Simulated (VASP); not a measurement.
# Sb (Im-3m) in VASP: a series of runs

The runs below take Sb through single point, with PBEsol.

Program: VASP 6.6.1. These are calculated values, not measurements. Logs are shortened: lines on timing, memory, paths and dates and some standing lists are left out, and cuts for length are marked.

## 1. The cell of the first run

Symmetry: Im-3m, No. 229, cubic system. The conventional cell has a = 3.712 Å, b = 3.712 Å, c = 3.712 Å, α = 90.00°, β = 90.00°, γ = 90.00°. Sb (site symmetry m-3m) has 14 Sb at 3.22 to 3.71 Å within 4.2 Å.

## 2. Single point, PBEsol

Input file INCAR:

```
SYSTEM = Sb
ALGO = Normal
EDIFF = 1E-6
ENCUT = 520
GGA = PS
ISIF = 2
ISMEAR = -1
LASPH = .TRUE.
LCHARG = .FALSE.
LREAL = .FALSE.
LWAVE = .FALSE.
NBANDS = 8
NELM = 60
PREC = Accurate
SIGMA = 0.1
```

Input file KPOINTS:

```
k-points
0
G
  16 16 16
  0 0 0
```

Input file POSCAR:

```
Sb
1.0
   -1.8562324715      1.8562324715      1.8562324715
    1.8562324715     -1.8562324715      1.8562324715
    1.8562324715      1.8562324715     -1.8562324715
Sb
1
Direct
    0.0000000000      0.0000000000      0.0000000000
```

Potentials or basis: VASP PAW PBE potentials, release 64 (Sb).

Command:

```bash
cat potpaw_PBE.64/Sb/POTCAR > POTCAR
mpirun -np 1 vasp_std > vasp.out
```

OUTCAR:

```text
SYSTEM = Sb
   EDIFF = 1E-6
   ENCUT = 520
   GGA = PS
   ISIF = 2
   ISMEAR = -1
   LASPH = .TRUE.
   LREAL = .FALSE.
   NELM = 60
   PREC = Accurate

 ion  position               nearest neighbor table
   1  0.000  0.000  0.000-

  LATTYP: Found a body centered cubic cell.
 ALAT       =     3.7124649430

  Lattice vectors:

 A1 = (  -1.8562324715,   1.8562324715,   1.8562324715)
 A2 = (   1.8562324715,  -1.8562324715,   1.8562324715)
 A3 = (   1.8562324715,   1.8562324715,  -1.8562324715)

Analysis of symmetry for initial positions (statically):
=====================================================================
 Subroutine PRICEL returns:
 Original cell was already a primitive cell.

 Routine SETGRP: Setting up the symmetry group for a
 body centered cubic supercell.

 Subroutine GETGRP returns: Found 48 space group operations
 (whereof 48 operations were pure point group operations)
 out of a pool of 48 trial point group operations.

The static configuration has the point symmetry O_h .

Analysis of symmetry for dynamics (positions and initial velocities):
=====================================================================
 Subroutine PRICEL returns:
 Original cell was already a primitive cell.

 Routine SETGRP: Setting up the symmetry group for a
 body centered cubic supercell.

 Subroutine GETGRP returns: Found 48 space group operations
 (whereof 48 operations were pure point group operations)
 out of a pool of 48 trial point group operations.

The dynamic configuration has the point symmetry O_h .

 Subroutine INISYM returns: Found 48 space group operations
 (whereof 48 operations are pure point group operations),
 and found     1 'primitive' translations

----------------------------------------------------------------------------------------

                                     Primitive cell

  volume of cell :      25.5833

  direct lattice vectors                    reciprocal lattice vectors
    -1.856232472  1.856232472  1.856232472     0.000000000  0.269362813  0.269362813
     1.856232472 -1.856232472  1.856232472     0.269362813  0.000000000  0.269362813
     1.856232472  1.856232472 -1.856232472     0.269362813  0.269362813  0.000000000

  length of vectors
     3.215088951  3.215088951  3.215088951     0.380936543  0.380936543  0.380936543

  position of ions in fractional coordinates (direct lattice)
     0.000000000  0.000000000  0.000000000

  ion indices of the primitive-cell ions
   primitive index   ion index
                 1           1

----------------------------------------------------------------------------------------

 KPOINTS: k-points

Automatic generation of k-mesh.
 Grid dimensions read from file:
 generate k-points for:   16   16   16

 Generating k-lattice:

  Cartesian coordinates                     Fractional coordinates (reciprocal lattice)
     0.000000000  0.016835176  0.016835176     0.062500000  0.000000000  0.000000000
     0.016835176  0.000000000  0.016835176     0.000000000  0.062500000  0.000000000
     0.016835176  0.016835176  0.000000000     0.000000000  0.000000000  0.062500000

  Length of vectors
     0.023808534  0.023808534  0.023808534

  Shift w.r.t. Gamma in fractional coordinates (k-lattice)
     0.000000000  0.000000000  0.000000000

 Subroutine IBZKPT returns following result:
 ===========================================

 Found    145 irreducible k-points:

 Following reciprocal coordinates:
            Coordinates               Weight
  0.000000  0.000000  0.000000      1.000000
  0.062500  0.000000  0.000000     12.000000
  0.125000  0.000000  0.000000     12.000000
  0.187500  0.000000  0.000000     12.000000
  0.250000  0.000000  0.000000     12.000000
  0.312500  0.000000  0.000000     12.000000
[... 16 lines left out ...]
  0.187500  0.187500  0.000000     24.000000
  0.250000  0.187500  0.000000     48.000000
 [... further k-points ...]
   k-points           NKPTS =    145   k-points in BZ     NKDIM =    145   number of bands    NBANDS=      8
   number of dos      NEDOS =    301   number of ions     NIONS =      1
   total plane-waves  NPLWV =  13824
   dimension x,y,z NGX =    24 NGY =   24 NGZ =   24
   dimension x,y,z NGXF=    48 NGYF=   48 NGZF=   48
   ions per type =               1
   NGX,Y,Z   is equivalent  to a cutoff of  12.41, 12.41, 12.41 a.u.
   NGXF,Y,Z  is equivalent  to a cutoff of  24.82, 24.82, 24.82 a.u.
 SYSTEM =  Sb
   PREC   = accura    normal or accurate (medium, high low for compatibility)
   ISTART =      0    job   : 0-new  1-cont  2-samecut
   ICHARG =      2    charge: 1-file 2-atom 10-const
   ISPIN  =      1    spin polarized calculation?
   LNONCOLLINEAR =      F non collinear calculations
   LSORBIT =      F    spin-orbit coupling
   LASPH  =      T    aspherical Exc in radial PAW
   ENCUT  =  520.0 eV  38.22 Ry    6.18 a.u.   5.98  5.98  5.98*2*pi/ulx,y,z
   NELM   =     60;   NELMIN=  2; NELMDL= -5     # of ELM steps
   EDIFF  = 0.1E-05   stopping-criterion for ELM
   LREAL  =      F    real-space projection
   EDIFFG = 0.1E-04   stopping-criterion for IOM
   NSW    =      0    number of steps for IOM
   IBRION =     -1    ionic relax: 0-MD 1-quasi-New 2-CG
   NFREE  =      0    steps in history (QN), initial steepest desc. (CG)
   ISIF   =      2    stress and relaxation
   ISYM   =      2    0-nonsym 1-usesym 2-fastsym
   POTIM  = 0.5000    time-step for ionic-motion
   TEBEG  =    0.0;   TEEND  =   0.0 temperature during run
   PSTRESS=    0.0 pullay stress
   NELECT =       5.0000    total number of electrons
   NUPDOWN=      -1.0000    fix difference up-down
   EMIN   =  10.00;   EMAX   =-10.00  energy-range for DOS
   EFERMI =   0.00;   METHOD = LEGACY
   ISMEAR =    -1;   SIGMA  =   0.10  broadening in eV -4-tet -1-fermi 0-gaus
   EFERMI_NEDOS =   21; number of points for ismear=-14 and -15
   IALGO  =     38    algorithm
   IMIX   =      4    mixing-type and parameters
     AMIX     =   0.40;   BMIX     =  1.00
     AMIX_MAG =   1.60;   BMIX_MAG =  1.00
  volume/ion in A,a.u.               =      25.58       172.64
  Fermi-wavevector in a.u.,A,eV,Ry     =   0.950049  1.795331 12.280513  0.902592
  Thomas-Fermi vector in A             =   2.078389
   LORBIT       =      0    0 simple, 1 ext, 2 COOP (PROOUT), +10 PAW based schemes
   GGA     = PS    functional components
   LHFCALC =     F    Hartree Fock is set to
   AEXX    =    0.0000 exact exchange contribution
   IVDW    =     0    specifies the selected vdW correction
   LEPSILON=     F    determine dielectric tensor
   LRPA    =     F    only Hartree local field effects (RPA)
 non-spin polarized calculation
  energy-cutoff  :      520.00
  volume of cell :       25.58
 maximum number of plane-waves:       704
   NGX = 11   NGY = 11   NGZ = 11

 number of electron       4.9999999 magnetization

 Free energy of the ion-electron system (eV)
  ---------------------------------------------------
  ext. energy  EPLUGINS =         0.00000000
  ---------------------------------------------------
  free energy    TOTEN  =        -4.39504614 eV

  energy without entropy =       -4.37434468  energy(sigma->0) =       -4.38469541

 E-fermi :   8.9482     XC(G=0): -10.5538

 val. band max:        8.9403167823   @ k =  -0.4375   0.5000   0.3125
 cond. band min:       8.9989101428   @ k =   0.2500   0.1875   0.1250
 fundamental gap:      0.0585933605
 Fermi energy:         8.9481802818

 k-point     1 :       0.0000    0.0000    0.0000
  band No.  band energies     occupation
      1      -4.2837      2.00000
      2      14.8784      0.00000
      3      14.8784      0.00000
      4      14.8784      0.00000
      5      19.7841      0.00000
      6      19.7841      0.00000
      7      19.7841      0.00000
      8      20.8310      0.00000

 k-point     2 :       0.0625    0.0000    0.0000
  band No.  band energies     occupation
      1      -4.1977      2.00000
      2      14.1747      0.00000
      3      14.5712      0.00000
      4      14.7968      0.00000
      5      19.1691      0.00000
      6      19.1694      0.00000
      7      20.1790      0.00000
      8      20.4382      0.00000

 k-point     3 :       0.1250    0.0000    0.0000
  band No.  band energies     occupation
      1      -3.9402      2.00000
      2      12.5533      0.00000
      3      13.8652      0.00000
      4      14.5611      0.00000
      5      18.1898      0.00000
      6      18.3490      0.00000
      7      20.1239      0.00000
      8      20.8501      0.00000

 k-point     4 :       0.1875    0.0000    0.0000
  band No.  band energies     occupation
      1      -3.5130      2.00000
      2      10.6241      0.00000
      3      13.0551      0.00000
      4      14.2095      0.00000
      5      17.3621      0.00000
      6      17.6312      0.00000
      7      20.1353      0.00000
      8      21.1853      0.00000

 k-point     5 :       0.2500    0.0000    0.0000
  band No.  band energies     occupation
      1      -2.9204      2.00000
      2       8.6654      1.88836
      3      12.2951      0.00000
      4      13.8106      0.00000
      5      16.7041      0.00000
      6      17.0407      0.00000
      7      20.4495      0.00000
      8      21.6194      0.00000

 k-point     6 :       0.3125    0.0000    0.0000
  band No.  band energies     occupation
      1      -2.1733      2.00000
      2       6.7983      2.00000
      3      11.6578      0.00000
      4      13.4351      0.00000
      5      16.2048      0.00000
      6      16.5817      0.00000
      7      21.0067      0.00000
      8      22.1662      0.00000

 k-point     7 :       0.3750    0.0000    0.0000
  band No.  band energies     occupation
      1      -1.3018      2.00000
      2       5.1031      2.00000
      3      11.1816      0.00000
      4      13.1355      0.00000
      5      15.8551      0.00000
      6      16.2543      0.00000
      7      21.7414      0.00000
      8      22.8339      0.00000

 k-point     8 :       0.4375    0.0000    0.0000
  band No.  band energies     occupation
      1      -0.4113      2.00000
      2       3.7104      2.00000
      3      10.8883      0.00000
      4      12.9445      0.00000
      5      15.6480      0.00000
      6      16.0581      0.00000
      7      22.5594      0.00000
      8      23.6251      0.00000

 k-point     9 :       0.5000    0.0000    0.0000
  band No.  band energies     occupation
      1       0.0716      2.00000
      2       3.0588      2.00000
      3      10.7894      0.00000
      4      12.8790      0.00000
      5      15.5795      0.00000
      6      15.9928      0.00000
      7      23.0805      0.00000
      8      24.5132      0.00000

 k-point    10 :       0.0625    0.0625    0.0000
  band No.  band energies     occupation
      1      -4.0260      2.00000
      2      13.1037      0.00000
      3      14.0906      0.00000
      4      14.4745      0.00000
      5      18.6061      0.00000
      6      18.6618      0.00000
      7      20.0239      0.00000
      8      20.5494      0.00000
[... 78 lines left out ...]
 k-point    18 :       0.1875    0.1250    0.0000
  band No.  band energies     occupation
      1      -2.6686      2.00000
      2       8.5819      1.94996
      3      10.8984      0.00000
      4      13.0272      0.00000
      5      17.3356      0.00000
      6      18.2671      0.00000
      7      20.1365      0.00000
      8      22.2486      0.00000

 k-point    19 :       0.2500    0.1250   -0.0000
  band No.  band energies     occupation
      1      -1.9273      2.00000
      2       6.8971      2.00000
      3      10.1221      0.00002
      4      12.5930      0.00000
      5      16.9310      0.00000
      6      18.4344      0.00000
      7      20.1304      0.00000
      8      23.5597      0.00000

 k-point    20 :       0.3125    0.1250    0.0000
  band No.  band energies     occupation
      1      -1.0665      2.00000
      2       5.2939      2.00000
      3       9.5925      0.00318
      4      12.2593      0.00000
      5      16.6174      0.00000
      6      18.4669      0.00000
      7      20.5153      0.00000
      8      24.4679      0.00000

 k-point    21 :       0.3750    0.1250    0.0000
  band No.  band energies     occupation
      1      -0.1955      2.00000
      2       3.9573      2.00000
      3       9.2804      0.06961
      4      12.0506      0.00000
      5      16.4243      0.00000
      6      18.4140      0.00000
      7      21.2307      0.00000
      8      23.4244      0.00000

 k-point    22 :       0.4375    0.1250    0.0000
  band No.  band energies     occupation
      1       0.2685      2.00000
      2       3.3352      2.00000
      3       9.1771      0.18413
      4      11.9796      0.00000
      5      16.3594      0.00000
      6      18.3852      0.00000
      7      21.8849      0.00000
      8      22.6389      0.00000

 k-point    23 :       0.1875    0.1875    0.0000
  band No.  band energies     occupation
      1      -2.0077      2.00000
      2       7.4531      2.00000
      3       9.5331      0.00575
      4      12.5292      0.00000
      5      17.4542      0.00000
      6      18.3244      0.00000
      7      21.0815      0.00000
      8      22.1997      0.00000

 k-point    24 :       0.2500    0.1875    0.0000
  band No.  band energies     occupation
      1      -1.2124      2.00000
      2       6.1421      2.00000
      3       8.5795      1.95110
      4      12.1343      0.00000
      5      17.3329      0.00000
      6      18.7054      0.00000
      7      21.1995      0.00000
      8      23.2728      0.00000

 [... further k-points ...]
[... 5 lines left out ...]
  --------------------------------------------------------------------------------------
  -------------------------------------------------------------------------------------
  Total        0.1663448      0.1663448      0.1663448      0.0000000      0.0000000     -0.0000000
  in kB       10.4174801     10.4174801     10.4174801      0.0000000      0.0000000     -0.0000000
  external PRESSURE =      10.4174801 kB  Pullay stress =       0.0000000 kB

 VOLUME and BASIS-vectors are now :
 -----------------------------------------------------------------------------
  energy-cutoff  :      520.00
  volume of cell :       25.58
      direct lattice vectors                 reciprocal lattice vectors
    -1.856232472  1.856232472  1.856232472     0.000000000  0.269362813  0.269362813
     1.856232472 -1.856232472  1.856232472     0.269362813  0.000000000  0.269362813
     1.856232472  1.856232472 -1.856232472     0.269362813  0.269362813  0.000000000

 POSITION                                       TOTAL-FORCE (eV/Angst)
 -----------------------------------------------------------------------------------
      0.00000      0.00000      0.00000         0.000000      0.000000      0.000000
 -----------------------------------------------------------------------------------
    total drift:                                0.000000     -0.000000      0.000000

  FREE ENERGIE OF THE ION-ELECTRON SYSTEM (eV)
  ---------------------------------------------------
  free  energy   TOTEN  =        -4.3950461390 eV

  energy  without entropy=       -4.3743446799  energy(sigma->0) =       -4.38469541
```

Wall time 10 s (1 thread of Intel Xeon Platinum 8259CL at 2.50GHz (Skylake/Cascade Lake), shared host); peak memory 0.15 GiB.

What came out:

| Property | Result |
| --- | --- |
| Free energy | -4.3950 eV |
| Pressure | 1.0 GPa |

Levels at points of the mesh, in eV from the Fermi level:
| k point | band 1 | band 2 | band 3 | band 4 | band 5 | band 6 | band 7 |
| --- | --- | --- | --- | --- | --- | --- | --- |
| (0.00, 0.00, 0.00) | -13.23 | 5.93 | 5.93 | 5.93 | 10.84 | 10.84 | 10.84 |
| (0.50, 0.00, 0.00) | -8.88 | -5.89 | 1.84 | 3.93 | 6.63 | 7.04 | 14.13 |
| (0.50, 0.50, 0.50) | -5.33 | -2.08 | -2.08 | -2.08 | 2.88 | 2.88 | 17.98 |

Caveat: the PAW data sets were made with another functional, which shifts forces and pressure a little; spin-orbit coupling is left out, which moves the levels of the heavy elements.

## 3. Single point, PBEsol

This run uses another cell than the first one, of 25.97 Å³/atom, 1.015 times its volume.

Input file INCAR:

```
PREC = Accurate
ENCUT = 520
EDIFF = 1E-6
ISMEAR = -1
SIGMA = 0.1
LREAL = False
LASPH = True
NELM = 100
ALGO = Normal
ISIF = 2
LWAVE = False
LCHARG = False
GGA = PS
NBANDS = 8
```

Input file KPOINTS:

```
regular mesh
0
Gamma
  16 16 16
```

Input file POSCAR:

```
Sb
1.0
   -1.8656075420      1.8656075420      1.8656075420
    1.8656075420     -1.8656075420      1.8656075420
    1.8656075420      1.8656075420     -1.8656075420
Sb
1
Direct
    0.0000000000      0.0000000000      0.0000000000
```

Potentials or basis: VASP PAW PBE potentials, release 64 (Sb).

Command:

```bash
cat potpaw_PBE.64/Sb/POTCAR > POTCAR
mpirun -np 1 vasp_std > vasp.out
```

Run time: 10 s. Hardware: 1 thread of Intel Xeon Platinum 8259CL at 2.50GHz (Skylake/Cascade Lake), shared host; peak memory 0.16 GiB.

Results (log left out):

* Free energy: -4.3963 eV
* Pressure: 0.0 GPa

Levels at points of the mesh, in eV from the Fermi level:
```tsv
k point	band 1	band 2	band 3	band 4	band 5	band 6	band 7
(0.00, 0.00, 0.00)	-13.11	5.81	5.81	5.81	10.78	10.78	10.78
(0.50, 0.00, 0.00)	-8.85	-5.79	1.81	3.88	6.58	7.03	14.03
(0.50, 0.50, 0.50)	-5.40	-2.04	-2.04	-2.04	2.92	2.92	17.89
```

Caveat: the PAW data sets were made with another functional, which shifts forces and pressure a little; spin-orbit coupling is left out, which moves the levels of the heavy elements.

## 4. Single point, PBEsol

This run uses another cell than the first one, of 26.36 Å³/atom, 1.030 times its volume.

Input file INCAR:

```
PREC = Accurate ; ENCUT = 520
EDIFF = 1E-6 ; ISMEAR = -1
SIGMA = 0.1 ; LREAL = F
LASPH = T ; NELM = 80
ALGO = Normal ; ISIF = 2
LWAVE = F ; LCHARG = F
GGA = PS ; NBANDS = 8
```

KPOINTS is that of step 3.

Input file POSCAR:

```
Sb
1.0
   -1.8748893243      1.8748893243      1.8748893243
    1.8748893243     -1.8748893243      1.8748893243
    1.8748893243      1.8748893243     -1.8748893243
Sb
1
Direct
    0.0000000000      0.0000000000      0.0000000000
```

Command:

```bash
cat potpaw_PBE.64/Sb/POTCAR > POTCAR
mpirun -np 1 vasp_std > vasp.out
```

It took 10 s on 1 thread of Intel Xeon Platinum 8259CL at 2.50GHz (Skylake/Cascade Lake), shared host; peak memory 0.16 GiB.

It converged, with:

```
Free energy : -4.3950 eV
Pressure    : -1.0 GPa
```

Levels at points of the mesh, in eV from the Fermi level:
| k point | band 1 | band 2 | band 3 | band 4 | band 5 | band 6 |
| --- | --- | --- | --- | --- | --- | --- |
| (0.00, 0.00, 0.00) | -12.98 | 5.69 | 5.69 | 5.69 | 10.72 | 10.72 |
| (0.50, 0.00, 0.00) | -8.82 | -5.69 | 1.78 | 3.84 | 6.52 | 7.01 |
| (0.50, 0.50, 0.50) | -5.47 | -2.00 | -2.00 | -2.00 | 2.95 | 2.95 |

Caveat: the PAW data sets were made with another functional, which shifts forces and pressure a little; spin-orbit coupling is left out, which moves the levels of the heavy elements.

## 5. The runs side by side

| cell | gap on the mesh (eV) | pressure (GPa) |
| --- | --- | --- |
| a = 3.215 Å, angles 109.5°, 1 atom | none | 1.0 |
| a = 3.231 Å, angles 109.5°, 1 atom | none | 0.0 |
| a = 3.247 Å, angles 109.5°, 1 atom | none | -1.0 |

Alike in all rows: task single point; level PBEsol; potentials or basis VASP PAW PBE potentials, release 64 (Sb); no spin polarisation; k mesh 16 × 16 × 16; cutoff (eV) 520; smearing fermi-dirac 0.1 eV.

Caveats: the PAW data sets were made with another functional, which shifts forces and pressure a little; spin-orbit coupling is left out, which moves the levels of the heavy elements.

Total energies depend on the potentials used, so only differences within one code and one set of settings carry meaning.
